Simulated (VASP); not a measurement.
# BN (R3m) in VASP: notebook

BN is run at these levels: PBE+D3(BJ); tasks: phonons.

All numbers are computed with VASP 6.6.1; they aren't measurements. Logs are shortened: lines on timing, memory, paths and dates and some standing lists are left out, and cuts for length are marked.

## (1) The cell of the first run

Symmetry: R3m, No. 160, trigonal system. Conventional cell: a = 2.497 Å, b = 2.497 Å, c = 9.090 Å, α = 90.00°, β = 90.00°, γ = 120.00°. B (site symmetry 3m) has 3 N at 1.44 Å within 1.9 Å. N (site symmetry 3m) has 3 B at 1.44 Å within 1.9 Å.

## (2) Phonons, PBE+D3(BJ)

The input, INCAR:

```
PREC = Accurate ; ENCUT = 520
EDIFF = 1E-8 ; ISMEAR = 0
SIGMA = 0.01 ; LREAL = False
LASPH = True ; NELM = 80
ALGO = Normal ; ISIF = 2
LWAVE = False ; LCHARG = True
GGA = PE ; IVDW = 12
NBANDS = 11 ; IBRION = 6
NFREE = 2 ; POTIM = 0.015
NSW = 1
```

The input, KPOINTS:

```
regular mesh
0
Gamma
  12 12 12
```

The input, POSCAR:

```
BN
1.0
    1.2486154413      0.7208884612      3.0300469914
   -1.2486154413      0.7208884612      3.0300469914
    0.0000000000     -1.4417769223      3.0300469914
B N
1 1
Direct
    0.9999599464      0.9999599464      0.9999599464
    0.3324730536      0.3324730536      0.3324730536
```

Potentials or basis: VASP PAW PBE potentials, release 64 (B, N).

Launch:

```bash
cat potpaw_PBE.64/B/POTCAR potpaw_PBE.64/N/POTCAR > POTCAR
mpirun -np 1 vasp_std > vasp.out
```

OUTCAR:

```text
PREC = Accurate
   ENCUT = 520
   EDIFF = 1E-8
   ISMEAR = 0
   LREAL = False
   LASPH = True
   NELM = 80
   ISIF = 2
   GGA = PE
   IVDW = 12
   IBRION = 6
   NFREE = 2
   POTIM = 0.015
   NSW = 1
 IVDW          = 12

 ion  position               nearest neighbor table
   1  1.000  1.000  1.000-   2 1.44   2 1.44   2 1.44
   2  0.332  0.332  0.332-   1 1.44   1 1.44   1 1.44

  LATTYP: Found a trigonal (rhomboedric) cell.
 ALAT       =     3.3555782607
 COS(alpha) =     0.7230810640

  Lattice vectors:

 A1 = (   1.2486154413,   0.7208884612,   3.0300469914)
 A2 = (  -1.2486154413,   0.7208884612,   3.0300469914)
 A3 = (   0.0000000000,  -1.4417769223,   3.0300469914)

Analysis of symmetry for initial positions (statically):
=====================================================================
 Subroutine PRICEL returns:
 Original cell was already a primitive cell.

 Routine SETGRP: Setting up the symmetry group for a
 trigonal (rhombohedral) supercell.

 Subroutine GETGRP returns: Found  6 space group operations
 (whereof  6 operations were pure point group operations)
 out of a pool of 12 trial point group operations.

The static configuration has the point symmetry C_3v.

Analysis of symmetry for dynamics (positions and initial velocities):
=====================================================================
 Subroutine PRICEL returns:
 Original cell was already a primitive cell.

 Routine SETGRP: Setting up the symmetry group for a
 trigonal (rhombohedral) supercell.

 Subroutine GETGRP returns: Found  6 space group operations
 (whereof  6 operations were pure point group operations)
 out of a pool of 12 trial point group operations.

The dynamic configuration has the point symmetry C_3v.

 Subroutine INISYM returns: Found  6 space group operations
 (whereof  6 operations are pure point group operations),
 and found     1 'primitive' translations

----------------------------------------------------------------------------------------

                                     Primitive cell

  volume of cell :      16.3643

  direct lattice vectors                    reciprocal lattice vectors
     1.248615441  0.720888461  3.030046991     0.400443550  0.231196191  0.110009295
    -1.248615441  0.720888461  3.030046991    -0.400443550  0.231196191  0.110009295
     0.000000000 -1.441776922  3.030046991     0.000000000 -0.462392383  0.110009295

  length of vectors
     3.355578261  3.355578261  3.355578261     0.475298602  0.475298602  0.475298602

  position of ions in fractional coordinates (direct lattice)
     0.999959946  0.999959946  0.999959946
     0.332473054  0.332473054  0.332473054

  ion indices of the primitive-cell ions
   primitive index   ion index
                 1           1
                 2           2

----------------------------------------------------------------------------------------

 KPOINTS: regular mesh

Automatic generation of k-mesh.
 Grid dimensions read from file:
 generate k-points for:   12   12   12

 Generating k-lattice:

  Cartesian coordinates                     Fractional coordinates (reciprocal lattice)
     0.033370296  0.019266349  0.009167441     0.083333333  0.000000000 -0.000000000
    -0.033370296  0.019266349  0.009167441     0.000000000  0.083333333 -0.000000000
     0.000000000 -0.038532699  0.009167441    -0.000000000 -0.000000000  0.083333333

  Length of vectors
     0.039608217  0.039608217  0.039608217

  Shift w.r.t. Gamma in fractional coordinates (k-lattice)
     0.000000000  0.000000000  0.000000000

 Subroutine IBZKPT returns following result:
 ===========================================

 Found    189 irreducible k-points:

 Following reciprocal coordinates:
            Coordinates               Weight
  0.000000  0.000000  0.000000      1.000000
  0.083333  0.000000  0.000000      6.000000
  0.166667  0.000000  0.000000      6.000000
  0.250000  0.000000 -0.000000      6.000000
  0.333333  0.000000  0.000000      6.000000
  0.416667  0.000000  0.000000      6.000000
[... 16 lines left out ...]
  0.500000  0.166667  0.000000     12.000000
 -0.416667  0.166667  0.000000     12.000000
 [... further k-points ...]
   k-points           NKPTS =    189   k-points in BZ     NKDIM =    189   number of bands    NBANDS=     11
   number of dos      NEDOS =    301   number of ions     NIONS =      2
   total plane-waves  NPLWV =  21952
   dimension x,y,z NGX =    28 NGY =   28 NGZ =   28
   dimension x,y,z NGXF=    56 NGYF=   56 NGZF=   56
   ions per type =               1   1
   NGX,Y,Z   is equivalent  to a cutoff of  13.87, 13.87, 13.87 a.u.
   NGXF,Y,Z  is equivalent  to a cutoff of  27.74, 27.74, 27.74 a.u.
 SYSTEM =  unknown system
   PREC   = accura    normal or accurate (medium, high low for compatibility)
   ISTART =      0    job   : 0-new  1-cont  2-samecut
   ICHARG =      2    charge: 1-file 2-atom 10-const
   ISPIN  =      1    spin polarized calculation?
   LNONCOLLINEAR =      F non collinear calculations
   LSORBIT =      F    spin-orbit coupling
   LASPH  =      T    aspherical Exc in radial PAW
   ENCUT  =  520.0 eV  38.22 Ry    6.18 a.u.   6.24  6.24  6.24*2*pi/ulx,y,z
   NELM   =     80;   NELMIN=  2; NELMDL= -5     # of ELM steps
   EDIFF  = 0.1E-07   stopping-criterion for ELM
   LREAL  =      F    real-space projection
   EDIFFG = 0.1E-06   stopping-criterion for IOM
   NSW    =     61    number of steps for IOM
   IBRION =      6    ionic relax: 0-MD 1-quasi-New 2-CG
   NFREE  =      2    steps in history (QN), initial steepest desc. (CG)
   ISIF   =      2    stress and relaxation
   ISYM   =      2    0-nonsym 1-usesym 2-fastsym
   POTIM  = 0.0150    time-step for ionic-motion
   TEBEG  =    0.0;   TEEND  =   0.0 temperature during run
   PSTRESS=    0.0 pullay stress
   NELECT =       8.0000    total number of electrons
   NUPDOWN=      -1.0000    fix difference up-down
   EMIN   =  10.00;   EMAX   =-10.00  energy-range for DOS
   EFERMI =   0.00;   METHOD = LEGACY
   ISMEAR =     0;   SIGMA  =   0.01  broadening in eV -4-tet -1-fermi 0-gaus
   EFERMI_NEDOS =   21; number of points for ismear=-14 and -15
   IALGO  =     38    algorithm
   IMIX   =      4    mixing-type and parameters
     AMIX     =   0.40;   BMIX     =  1.00
     AMIX_MAG =   1.60;   BMIX_MAG =  1.00
  volume/ion in A,a.u.               =       8.18        55.22
  Fermi-wavevector in a.u.,A,eV,Ry     =   1.289651  2.437088 22.629223  1.663201
  Thomas-Fermi vector in A             =   2.421531
   LORBIT       =      0    0 simple, 1 ext, 2 COOP (PROOUT), +10 PAW based schemes
   GGA     = PE    functional components
   LHFCALC =     F    Hartree Fock is set to
   AEXX    =    0.0000 exact exchange contribution
   IVDW    =    12    specifies the selected vdW correction
   LEPSILON=     F    determine dielectric tensor
   LRPA    =     F    only Hartree local field effects (RPA)
 finite differences with symmetry
 non-spin polarized calculation
 Gauss-broadening in eV      SIGMA  =   0.01
  energy-cutoff  :      520.00
  volume of cell :       16.36
 maximum number of plane-waves:       456
 NGX is ok and might be reduce to    28
   NGX = 13   NGY = 13   NGZ = 13

--------------------------------------- Ionic step        1  -------------------------------------------

 number of electron       8.0000000 magnetization

 Free energy of the ion-electron system (eV)
  ---------------------------------------------------
  ext. energy  EPLUGINS =         0.00000000
  ---------------------------------------------------
  free energy    TOTEN  =       -17.52589612 eV

  energy without entropy =      -17.52589612  energy(sigma->0) =      -17.52589612

------------------------ aborting loop because EDIFF is reached ----------------------------------------

 Edisp (eV)   -0.31673

 E8    (eV) :    -0.0937
[... 311 lines left out ...]
--------------------------------------- Ionic step        9  -------------------------------------------

 number of electron       8.0000000 magnetization

 Free energy of the ion-electron system (eV)
  ---------------------------------------------------
  ext. energy  EPLUGINS =         0.00000000
  ---------------------------------------------------
  free energy    TOTEN  =       -17.52456370 eV

  energy without entropy =      -17.52456370  energy(sigma->0) =      -17.52456370

 E-fermi :   3.1828     XC(G=0): -10.7055

 val. band max:        3.1408921737   @ k =  -0.3333   0.2500  -0.0000
 cond. band min:       7.1462490530   @ k =   0.5000   0.5000  -0.0000
 fundamental gap:      4.0053568793
 Fermi energy:         3.1827561311

 k-point     1 :       0.0000    0.0000    0.0000
  band No.  band energies     occupation
      1     -14.9037      2.00000
      2      -0.4308      2.00000
      3       1.8118      2.00000
      4       1.8118      2.00000
      5       8.9995      0.00000
      6      14.8270      0.00000
      7      14.8270      0.00000
      8      16.4032      0.00000
      9      18.5519      0.00000
     10      29.3492      0.00000
     11      31.8513      0.00000
[... 309 lines left out ...]
 k-point    24 :      -0.4167    0.1667    0.0000
  band No.  band energies     occupation
      1     -11.3190      2.00000
      2      -5.6222      2.00000
      3      -2.3077      2.00000
      4       2.8762      2.00000
      5       8.3608      0.00000
      6      14.8442      0.00000
      7      17.0617      0.00000
      8      18.0271      0.00000
      9      22.0591      0.00000
     10      24.8399      0.00000
     11      27.5192      0.00000

 [... further k-points ...]

------------------------ aborting loop because EDIFF is reached ----------------------------------------

 Edisp (eV)   -0.31674

 E8    (eV) :    -0.0937
[... 25 lines left out ...]
  FREE ENERGIE OF THE ION-ELECTRON SYSTEM (eV)
  ---------------------------------------------------
  free  energy   TOTEN  =       -17.8413010478 eV

  energy  without entropy=      -17.8413010478  energy(sigma->0) =      -17.84130105

 INTERNAL STRAIN TENSORS FROM DISPLACED ATOMS
 ============================================

 INTERNAL STRAIN TENSOR FOR ION    1 for displacements in x,y,z  (eV/Angst):
          X           Y           Z          XY          YZ          ZX
  --------------------------------------------------------------------------------
  x     0.00000     0.00000     0.00000   -13.19375    -0.00000    -0.11826
  y   -13.19375    13.19375    -0.00000     0.00000    -0.11826    -0.00000
  z     0.20595     0.20595    -1.08249     0.00000    -0.00000     0.00000

 INTERNAL STRAIN TENSOR FOR ION    2 for displacements in x,y,z  (eV/Angst):
          X           Y           Z          XY          YZ          ZX
  --------------------------------------------------------------------------------
  x     0.00000     0.00000     0.00000    13.18799    -0.00000     0.11728
  y    13.18799   -13.18799     0.00000     0.00000     0.11728    -0.00000
  z    -0.20643    -0.20643     1.08080     0.00000     0.00000    -0.00000

 Eigenvectors and eigenvalues of the dynamical matrix
 ----------------------------------------------------

   1 f  =   41.158606 THz   258.607146 2PiTHz 1372.903303 cm-1   170.218239 meV
             X         Y         Z           dx          dy          dz
      0.000000  0.000000  9.089777    -0.000002   -0.751179   -0.000000
      0.000000  0.000000  3.022227     0.000002    0.660098    0.000000

   2 f  =   41.158606 THz   258.607146 2PiTHz 1372.903303 cm-1   170.218239 meV
             X         Y         Z           dx          dy          dz
      0.000000  0.000000  9.089777    -0.751179    0.000002    0.000000
      0.000000  0.000000  3.022227     0.660098   -0.000002    0.000000

   3 f  =   21.791248 THz   136.918447 2PiTHz  726.877778 cm-1    90.121318 meV
             X         Y         Z           dx          dy          dz
      0.000000  0.000000  9.089777     0.000000   -0.000000    0.751141
      0.000000  0.000000  3.022227     0.000000    0.000000   -0.660142

   4 f/i=    0.000539 THz     0.003384 2PiTHz    0.017964 cm-1     0.002227 meV
             X         Y         Z           dx          dy          dz
      0.000000  0.000000  9.089777    -0.417974   -0.510908    0.000000
      0.000000  0.000000  3.022227    -0.475646   -0.581404    0.000000

   5 f/i=    0.000539 THz     0.003384 2PiTHz    0.017964 cm-1     0.002227 meV
             X         Y         Z           dx          dy          dz
      0.000000  0.000000  9.089777     0.510908   -0.417974    0.000000
      0.000000  0.000000  3.022227     0.581404   -0.475646    0.000000

   6 f/i=    0.001557 THz     0.009785 2PiTHz    0.051949 cm-1     0.006441 meV
             X         Y         Z           dx          dy          dz
      0.000000  0.000000  9.089777    -0.000000    0.000000    0.660142
      0.000000  0.000000  3.022227    -0.000000    0.000000    0.751141

 ELASTIC MODULI CONTR FROM IONIC RELAXATION (kBar)
 Direction    XX          YY          ZZ          XY          YZ          ZX
 --------------------------------------------------------------------------------
 XX        -403.2312    402.5288      1.8422     -0.0000     -3.5969     -0.0000
 YY         402.5288   -403.2312      1.8422      0.0000      3.5969      0.0000
 ZZ           1.8422      1.8422     -9.6638      0.0000     -0.0000      0.0000
 XY          -0.0000      0.0000      0.0000   -402.8800     -0.0000     -3.5968
 YZ          -3.5969      3.5969     -0.0000     -0.0000     -0.0321     -0.0000
 ZX          -0.0000      0.0000      0.0000     -3.5968     -0.0000     -0.0321
 --------------------------------------------------------------------------------
```

It took 10 min on 1 thread of Intel Xeon 6975P-C, shared host; peak memory 0.43 GiB.

What came out:

* Highest phonon frequency at Γ, LO-TO splitting left out: 1373 cm⁻¹
* Dispersion energy per atom: -0.158 eV

Phonon frequencies in cm⁻¹ (negative: imaginary):
| q point | frequencies |
| --- | --- |
| (0.000, 0.000, 0.000) | 0 0 0 727 1373 1373 |

Caveat: the cell wasn't relaxed at this level first, which shifts response properties.

(Continued in part 2 of 2.)
